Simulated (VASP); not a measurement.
# Sc (P6_3/mmc) in VASP: further runs

Runs on Sc. Level: PBEsol. Tasks: single point, relaxation of cell and atoms.

Everything below comes from runs of VASP 6.6.1. Logs are shortened: lines on timing, memory, paths and dates and some standing lists are left out, and cuts for length are marked.

## 1. The cell of the first run

The structure is hexagonal, space group P6_3/mmc (No. 194). The conventional cell has a = 3.277 Å, b = 3.277 Å, c = 5.081 Å, α = 90.00°, β = 90.00°, γ = 120.00°. Sc (site symmetry -6m2) has 12 Sc at 3.17 to 3.28 Å within 4.2 Å.

## 2. Single point, PBEsol

Contents of INCAR:

```
SYSTEM = Sc
ALGO = Normal
EDIFF = 1E-6
ENCUT = 520
GGA = PS
ISIF = 2
ISMEAR = 0
LASPH = .True.
LCHARG = .False.
LREAL = .False.
LWAVE = .False.
NBANDS = 18
NELM = 100
PREC = Accurate
SIGMA = 0.05
```

Contents of KPOINTS:

```
k-points
0
Gamma
  16 16 9
  0 0 0
```

Contents of POSCAR:

```
Sc
1.0
    3.2768492345      0.0000000000      0.0000000000
   -1.6384246173      2.8378346815      0.0000000000
    0.0000000000      0.0000000000      5.0814077107
Sc
2
Direct
    0.3333333333      0.6666666667      0.2500000000
    0.6666666667      0.3333333333      0.7500000000
```

Potentials or basis: VASP PAW PBE potentials, release 64 (Sc_sv).

On the command line:

```bash
> cat potpaw_PBE.64/Sc_sv/POTCAR > POTCAR
> mpirun -np 1 vasp_std > vasp.out
```

OUTCAR:

```text
SYSTEM = Sc
   EDIFF = 1E-6
   ENCUT = 520
   GGA = PS
   ISIF = 2
   ISMEAR = 0
   LASPH = .True.
   LREAL = .False.
   NELM = 100
   PREC = Accurate

 ion  position               nearest neighbor table
   1  0.333  0.667  0.250-   2 3.17   2 3.17   2 3.17   2 3.17   2 3.17   2 3.17
   2  0.667  0.333  0.750-   1 3.17   1 3.17   1 3.17   1 3.17   1 3.17   1 3.17

  LATTYP: Found a hexagonal cell.
 ALAT       =     3.2768492345
 C/A-ratio  =     1.5506992684

  Lattice vectors:

 A1 = (   3.2768492345,   0.0000000000,   0.0000000000)
 A2 = (  -1.6384246173,   2.8378346815,   0.0000000000)
 A3 = (   0.0000000000,   0.0000000000,   5.0814077107)

Analysis of symmetry for initial positions (statically):
=====================================================================
 Subroutine PRICEL returns:
 Original cell was already a primitive cell.

 Routine SETGRP: Setting up the symmetry group for a
 hexagonal supercell.

 Subroutine GETGRP returns: Found 24 space group operations
 (whereof 12 operations were pure point group operations)
 out of a pool of 24 trial point group operations.

The static configuration has the point symmetry D_3d.
 The point group associated with its full space group is D_6h.

Analysis of symmetry for dynamics (positions and initial velocities):
=====================================================================
 Subroutine PRICEL returns:
 Original cell was already a primitive cell.

 Routine SETGRP: Setting up the symmetry group for a
 hexagonal supercell.

 Subroutine GETGRP returns: Found 24 space group operations
 (whereof 12 operations were pure point group operations)
 out of a pool of 24 trial point group operations.

The dynamic configuration has the point symmetry D_3d.
 The point group associated with its full space group is D_6h.

 Subroutine INISYM returns: Found 24 space group operations
 (whereof 12 operations are pure point group operations),
 and found     1 'primitive' translations

----------------------------------------------------------------------------------------

                                     Primitive cell

  volume of cell :      47.2528

  direct lattice vectors                    reciprocal lattice vectors
     3.276849235  0.000000000  0.000000000     0.305171196  0.176190672  0.000000000
    -1.638424617  2.837834681  0.000000000     0.000000000  0.352381344  0.000000000
     0.000000000  0.000000000  5.081407711     0.000000000  0.000000000  0.196795860

  length of vectors
     3.276849235  3.276849235  5.081407711     0.352381344  0.352381344  0.196795860

  position of ions in fractional coordinates (direct lattice)
     0.333333333  0.666666667  0.250000000
     0.666666667  0.333333333  0.750000000

  ion indices of the primitive-cell ions
   primitive index   ion index
                 1           1
                 2           2

----------------------------------------------------------------------------------------

 KPOINTS: k-points

Automatic generation of k-mesh.
 Grid dimensions read from file:
 generate k-points for:   16   16    9

 Generating k-lattice:

  Cartesian coordinates                     Fractional coordinates (reciprocal lattice)
     0.019073200  0.011011917  0.000000000     0.062500000  0.000000000  0.000000000
     0.000000000  0.022023834  0.000000000     0.000000000  0.062500000  0.000000000
     0.000000000  0.000000000  0.021866207     0.000000000  0.000000000  0.111111111

  Length of vectors
     0.022023834  0.022023834  0.021866207

  Shift w.r.t. Gamma in fractional coordinates (k-lattice)
     0.000000000  0.000000000  0.000000000

 Subroutine IBZKPT returns following result:
 ===========================================

 Found    150 irreducible k-points:

 Following reciprocal coordinates:
            Coordinates               Weight
  0.000000  0.000000  0.000000      1.000000
  0.062500  0.000000  0.000000      6.000000
  0.125000  0.000000  0.000000      6.000000
  0.187500  0.000000  0.000000      6.000000
  0.250000  0.000000  0.000000      6.000000
  0.312500  0.000000  0.000000      6.000000
[... 16 lines left out ...]
  0.187500  0.187500  0.000000      6.000000
  0.250000  0.187500  0.000000     12.000000
 [... further k-points ...]
   k-points           NKPTS =    150   k-points in BZ     NKDIM =    150   number of bands    NBANDS=     18
   number of dos      NEDOS =    301   number of ions     NIONS =      2
   total plane-waves  NPLWV =  23040
   dimension x,y,z NGX =    24 NGY =   24 NGZ =   40
   dimension x,y,z NGXF=    48 NGYF=   48 NGZF=   80
   ions per type =               2
   NGX,Y,Z   is equivalent  to a cutoff of  12.18, 12.18, 13.09 a.u.
   NGXF,Y,Z  is equivalent  to a cutoff of  24.35, 24.35, 26.17 a.u.
 SYSTEM =  Sc
   PREC   = accura    normal or accurate (medium, high low for compatibility)
   ISTART =      0    job   : 0-new  1-cont  2-samecut
   ICHARG =      2    charge: 1-file 2-atom 10-const
   ISPIN  =      1    spin polarized calculation?
   LNONCOLLINEAR =      F non collinear calculations
   LSORBIT =      F    spin-orbit coupling
   LASPH  =      T    aspherical Exc in radial PAW
   ENCUT  =  520.0 eV  38.22 Ry    6.18 a.u.   6.09  6.09  9.45*2*pi/ulx,y,z
   NELM   =    100;   NELMIN=  2; NELMDL= -5     # of ELM steps
   EDIFF  = 0.1E-05   stopping-criterion for ELM
   LREAL  =      F    real-space projection
   EDIFFG = 0.1E-04   stopping-criterion for IOM
   NSW    =      0    number of steps for IOM
   IBRION =     -1    ionic relax: 0-MD 1-quasi-New 2-CG
   NFREE  =      0    steps in history (QN), initial steepest desc. (CG)
   ISIF   =      2    stress and relaxation
   ISYM   =      2    0-nonsym 1-usesym 2-fastsym
   POTIM  = 0.5000    time-step for ionic-motion
   TEBEG  =    0.0;   TEEND  =   0.0 temperature during run
   PSTRESS=    0.0 pullay stress
   NELECT =      22.0000    total number of electrons
   NUPDOWN=      -1.0000    fix difference up-down
   EMIN   =  10.00;   EMAX   =-10.00  energy-range for DOS
   EFERMI =   0.00;   METHOD = LEGACY
   ISMEAR =     0;   SIGMA  =   0.05  broadening in eV -4-tet -1-fermi 0-gaus
   EFERMI_NEDOS =   21; number of points for ismear=-14 and -15
   IALGO  =     38    algorithm
   IMIX   =      4    mixing-type and parameters
     AMIX     =   0.40;   BMIX     =  1.00
     AMIX_MAG =   1.60;   BMIX_MAG =  1.00
  volume/ion in A,a.u.               =      23.63       159.44
  Fermi-wavevector in a.u.,A,eV,Ry     =   1.268839  2.397758 21.904733  1.609952
  Thomas-Fermi vector in A             =   2.401912
   LORBIT       =      0    0 simple, 1 ext, 2 COOP (PROOUT), +10 PAW based schemes
   GGA     = PS    functional components
   LHFCALC =     F    Hartree Fock is set to
   AEXX    =    0.0000 exact exchange contribution
   IVDW    =     0    specifies the selected vdW correction
   LEPSILON=     F    determine dielectric tensor
   LRPA    =     F    only Hartree local field effects (RPA)
 non-spin polarized calculation
 Gauss-broadening in eV      SIGMA  =   0.05
  energy-cutoff  :      520.00
  volume of cell :       47.25
 maximum number of plane-waves:      1296
   NGX = 13   NGY = 13   NGZ = 19

 number of electron      22.0000009 magnetization

 Free energy of the ion-electron system (eV)
  ---------------------------------------------------
  ext. energy  EPLUGINS =         0.00000000
  ---------------------------------------------------
  free energy    TOTEN  =       -13.21347317 eV

  energy without entropy =      -13.20831417  energy(sigma->0) =      -13.21089367

 E-fermi :   3.8254     XC(G=0): -10.1641

 val. band max:        3.8226286677   @ k =   0.1875   0.1250   0.3333
 cond. band min:       3.8254266001   @ k =   0.1875   0.1875   0.1111
 fundamental gap:      0.0027979324
 Fermi energy:         3.8253920718

 k-point     1 :       0.0000    0.0000    0.0000
  band No.  band energies     occupation
      1     -45.2754      2.00000
      2     -45.1870      2.00000
      3     -24.2355      2.00000
      4     -23.8391      2.00000
      5     -23.8391      2.00000
      6     -23.7600      2.00000
[... 10 lines left out ...]
     17       6.2058      0.00000
     18       6.2058      0.00000

 k-point     2 :       0.0625    0.0000    0.0000
  band No.  band energies     occupation
      1     -45.2731      2.00000
      2     -45.1862      2.00000
      3     -24.2295      2.00000
      4     -23.8504      2.00000
      5     -23.8431      2.00000
      6     -23.7721      2.00000
[... 10 lines left out ...]
     17       6.1313      0.00000
     18       6.1488      0.00000

 k-point     3 :       0.1250    0.0000    0.0000
  band No.  band energies     occupation
      1     -45.2667      2.00000
      2     -45.1843      2.00000
      3     -24.2119      2.00000
      4     -23.8828      2.00000
      5     -23.8543      2.00000
      6     -23.8058      2.00000
[... 10 lines left out ...]
     17       6.1057      0.00000
     18       6.1657      0.00000

 k-point     4 :       0.1875    0.0000    0.0000
  band No.  band energies     occupation
      1     -45.2568      2.00000
      2     -45.1816      2.00000
      3     -24.1842      2.00000
      4     -23.9316      2.00000
      5     -23.8705      2.00000
      6     -23.8552      2.00000
[... 10 lines left out ...]
     17       6.3553      0.00000
     18       6.4326      0.00000

 k-point     5 :       0.2500    0.0000    0.0000
  band No.  band energies     occupation
      1     -45.2447      2.00000
      2     -45.1789      2.00000
      3     -24.1486      2.00000
      4     -23.9898      2.00000
      5     -23.9118      2.00000
      6     -23.8890      2.00000
[... 10 lines left out ...]
     17       6.6568      0.00000
     18       6.7713      0.00000

 k-point     6 :       0.3125    0.0000    0.0000
  band No.  band energies     occupation
      1     -45.2317      2.00000
      2     -45.1770      2.00000
      3     -24.1082      2.00000
      4     -24.0485      2.00000
      5     -23.9669      2.00000
      6     -23.9070      2.00000
[... 10 lines left out ...]
     17       7.0255      0.00000
     18       7.1450      0.00000

 k-point     7 :       0.3750    0.0000    0.0000
  band No.  band energies     occupation
      1     -45.2196      2.00000
      2     -45.1765      2.00000
      3     -24.0986      2.00000
      4     -24.0676      2.00000
      5     -24.0125      2.00000
      6     -23.9219      2.00000
[... 10 lines left out ...]
     17       7.4795      0.00000
     18       7.5121      0.00000

 k-point     8 :       0.4375    0.0000    0.0000
  band No.  band energies     occupation
      1     -45.2104      2.00000
      2     -45.1772      2.00000
      3     -24.1321      2.00000
      4     -24.0424      2.00000
      5     -24.0340      2.00000
      6     -23.9318      2.00000
[... 10 lines left out ...]
     17       7.8288      0.00000
     18       8.0267      0.00000
[... 229 lines left out ...]
     17       7.0960      0.00000
     18       7.4934      0.00000

 k-point    20 :       0.3125    0.1250    0.0000
  band No.  band energies     occupation
      1     -45.2158      2.00000
      2     -45.1766      2.00000
      3     -24.0892      2.00000
      4     -24.0546      2.00000
      5     -24.0193      2.00000
      6     -23.9325      2.00000
[... 10 lines left out ...]
     17       7.4868      0.00000
     18       7.9222      0.00000

 k-point    21 :       0.3750    0.1250    0.0000
  band No.  band energies     occupation
      1     -45.2068      2.00000
      2     -45.1778      2.00000
      3     -24.1202      2.00000
      4     -24.0354      2.00000
      5     -24.0207      2.00000
      6     -23.9512      2.00000
[... 10 lines left out ...]
     17       7.7325      0.00000
     18       8.0080      0.00000

 k-point    22 :       0.4375    0.1250    0.0000
  band No.  band energies     occupation
      1     -45.2032      2.00000
      2     -45.1787      2.00000
      3     -24.1310      2.00000
      4     -24.0409      2.00000
      5     -24.0058      2.00000
      6     -23.9578      2.00000
[... 10 lines left out ...]
     17       7.7851      0.00000
     18       8.0036      0.00000

 k-point    23 :       0.1875    0.1875    0.0000
  band No.  band energies     occupation
      1     -45.2285      2.00000
      2     -45.1767      2.00000
      3     -24.0982      2.00000
      4     -24.0150      2.00000
      5     -24.0119      2.00000
      6     -23.8957      2.00000
[... 10 lines left out ...]
     17       7.0762      0.00000
     18       7.4902      0.00000

 k-point    24 :       0.2500    0.1875    0.0000
  band No.  band energies     occupation
      1     -45.2171      2.00000
      2     -45.1765      2.00000
      3     -24.0613      2.00000
      4     -24.0592      2.00000
      5     -24.0274      2.00000
      6     -23.9241      2.00000
[... 10 lines left out ...]
     17       7.4751      0.00000
     18       7.9184      0.00000

 [... further k-points ...]

------------------------ aborting loop because EDIFF is reached ----------------------------------------

  FORCE on cell =-STRESS in cart. coord.  units (eV):
  Direction    XX          YY          ZZ          XY          YZ          ZX
  --------------------------------------------------------------------------------------
  -------------------------------------------------------------------------------------
  Total        0.0010129      0.0010129     -0.0033249     -0.0000000      0.0000000      0.0000000
  in kB        0.0343453      0.0343453     -0.1127369     -0.0000000      0.0000000      0.0000000
  external PRESSURE =      -0.0146821 kB  Pullay stress =       0.0000000 kB

 VOLUME and BASIS-vectors are now :
 -----------------------------------------------------------------------------
  energy-cutoff  :      520.00
  volume of cell :       47.25
      direct lattice vectors                 reciprocal lattice vectors
     3.276849235  0.000000000  0.000000000     0.305171196  0.176190672  0.000000000
    -1.638424617  2.837834681  0.000000000     0.000000000  0.352381344  0.000000000
     0.000000000  0.000000000  5.081407711     0.000000000  0.000000000  0.196795860

 POSITION                                       TOTAL-FORCE (eV/Angst)
 -----------------------------------------------------------------------------------
     -0.00000      1.89189      1.27035         0.000000     -0.000000      0.000000
      1.63842      0.94594      3.81106        -0.000000      0.000000      0.000000
 -----------------------------------------------------------------------------------
    total drift:                               -0.000000      0.000000     -0.000000

  FREE ENERGIE OF THE ION-ELECTRON SYSTEM (eV)
  ---------------------------------------------------
  free  energy   TOTEN  =       -13.2134731703 eV

  energy  without entropy=      -13.2083141680  energy(sigma->0) =      -13.21089367
```

It took 2.1 min on 1 thread of Intel Xeon 8259CL, shared host; peak memory 0.23 GiB.

What came out:

```
Free energy            : -13.2135 eV
Pressure               : 0.0 GPa
Band gap on the k mesh : zero (bands 11 and 12 overlap by 1.45 eV)
```

Caveat: the PAW data sets were made with another functional, which shifts forces and pressure a little.

## 3. Relaxation of cell and atoms, PBEsol

This run uses another cell than the first one, of 25.00 Å³/atom.

Contents of INCAR:

```
SYSTEM = Sc
PREC     = Accurate       ! precision mode
ENCUT    = 600            ! plane-wave cutoff, eV
EDIFF    = 1E-7           ! SCF threshold, eV
ISMEAR   = 0              ! smearing method
SIGMA    = 0.05           ! smearing width, eV
LREAL    = .FALSE.        ! projectors in reciprocal space
LASPH    = .TRUE.         ! aspherical terms in the spheres
NELM     = 60             ! most SCF steps
ALGO     = Normal         ! electronic algorithm
ISIF     = 3              ! what is computed and relaxed
LWAVE    = .FALSE.        ! write WAVECAR
LCHARG   = .FALSE.        ! write CHGCAR
GGA      = PS             ! functional
IBRION   = 2              ! ionic algorithm
NSW      = 80             ! ionic steps
EDIFFG   = -0.02          ! ionic threshold
```

Contents of KPOINTS:

```
Automatic mesh
0
G
  16 16 9
  0 0 0
```

Contents of POSCAR:

```
Sc
1.0
    3.3090000000      0.0000000000      0.0000000000
   -1.6545000000      2.8656780000      0.0000000000
    0.0000000000      0.0000000000      5.2733000000
Sc
2
Direct
    0.3333333333      0.6666666667      0.2500000000
    0.6666666667      0.3333333333      0.7500000000
```

Potentials or basis: VASP PAW PBE potentials, release 64 (Sc_sv).

On the command line:

```bash
> cat potpaw_PBE.64/Sc_sv/POTCAR > POTCAR
> mpirun -np 1 vasp_std > vasp.out
```

It took 13 min on 1 thread of Intel Xeon 8259CL, shared host; peak memory 0.27 GiB.

It converged, with:

```
Free energy                           : -13.2147 eV
Relaxed volume                        : 23.65 Å³/atom
Relaxed cell                          : a = 3.277 Å, b = 3.277 Å, c = 5.084 Å, α = 90.00°, β = 90.00°, γ = 120.00°
Space group after relaxing (to 0.1 Å) : P6_3/mmc (No. 194)
Energy gained by relaxing             : 15.2 meV/atom
Ionic steps                           : 5
Pressure after relaxing               : 0.0 GPa
Band gap on the k mesh                : zero (bands 11 and 12 overlap by 1.45 eV)
```

The path:
```csv
step,energy change (eV),largest force (eV/Å),pressure (GPa),volume (Å³)
1,0.0000,0.0000,-2.85,50.00
2,-0.0282,0.0000,0.60,46.85
3,-0.0286,0.0000,0.18,47.19
4,-0.0301,0.0000,0.08,47.26
5,-0.0304,0.0000,0.02,47.30
```

Final structure:
```cif
data_structure
_symmetry_space_group_name_H-M 'P 1'
_symmetry_Int_Tables_number 1
_cell_length_a 3.2774
_cell_length_b 3.2774
_cell_length_c 5.0842
_cell_angle_alpha 90.000
_cell_angle_beta 90.000
_cell_angle_gamma 120.000
_cell_volume 47.30
loop_
_atom_site_label
_atom_site_type_symbol
_atom_site_fract_x
_atom_site_fract_y
_atom_site_fract_z
_atom_site_occupancy
Sc1 Sc 0.33333 0.66667 0.25000 1
Sc2 Sc 0.66667 0.33333 0.75000 1
```

Levels at points of the mesh, in eV from the Fermi level:
```tsv
k point	band 9	band 10	band 11	band 12	band 13	band 14
(0.00, 0.00, 0.00)	-5.21	-1.70	0.75	1.63	1.63	1.93
(0.50, 0.00, 0.00)	-1.65	-1.12	-0.73	-0.33	1.35	1.36
```

Caveat: the PAW data sets were made with another functional, which shifts forces and pressure a little.
